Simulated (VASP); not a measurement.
## BiTe: single point with PBEsol

The system is BiTe.

```
Bi Te
1.0
     0.00000    3.33205    3.18648
     3.33205    0.00000    3.18648
     3.33205    3.33205    0.00000
Bi Te
1 1
Direct
  0.00000 0.00000 0.00000
  0.50000 0.50000 0.50000
```

This cell differs from its parent crystal: strain +0.030 along x and y, -0.015 along z.

```json
{
  "Program": "VASP 6.6.1",
  "Task": "single point",
  "Functional": "PBEsol",
  "Potentials or basis": "VASP PAW PBE potentials, release 64 (Bi_d, Te)",
  "Cutoff": "520 eV",
  "k mesh": "14 × 14 × 14",
  "Occupations": "gaussian, width 0.15 eV",
  "Spin": "no spin polarisation",
  "Dipole correction": "no",
  "Further INCAR settings": "ALGO = Normal; EDIFF = 1e-07; NBANDS = 18"
}
```

| Quantity | Value |
| --- | --- |
| Pressure | -3.4 GPa |
| Band gap on the k mesh | zero (an odd number of electrons rules out a gap without spin polarisation) |

Stress tensor (GPa, compression positive):
```
-4.43  0.00  0.00
 0.00 -4.43  0.00
 0.00  0.00 -1.27
```

Levels at points of the mesh, in eV from the Fermi level:
| k point | band 6 | band 7 | band 8 | band 9 | band 10 | band 11 | band 12 | band 13 | band 14 | band 15 |
| --- | --- | --- | --- | --- | --- | --- | --- | --- | --- | --- |
| (0.00, 0.00, 0.00) | -13.24 | -8.28 | -2.80 | -2.21 | -2.21 | 1.74 | 1.74 | 2.75 | 4.61 | 4.61 |
| (0.50, 0.00, 0.00) | -11.40 | -11.13 | -1.84 | -1.83 | -1.53 | -0.87 | -0.61 | -0.46 | 7.14 | 7.58 |
| (0.50, 0.50, 0.00) | -11.31 | -10.25 | -5.49 | -3.85 | -3.85 | 2.28 | 3.30 | 3.30 | 5.10 | 8.61 |
| (0.50, 0.00, 0.50) | -11.76 | -9.79 | -5.32 | -4.07 | -3.50 | 2.38 | 2.94 | 3.98 | 4.45 | 8.26 |

Wall time 120 s on 1 thread of Intel(R) Xeon(R) 6975P-C (Granite Rapids) (shared host), peak memory 0.44 GiB.

Caveat: the cell differs from its parent crystal (strain +0.030 along x and y, -0.015 along z); the cell stands under tension; the PAW data sets were made with another functional, which shifts forces and pressure a little; spin-orbit coupling is left out, which moves the levels of the heavy elements.
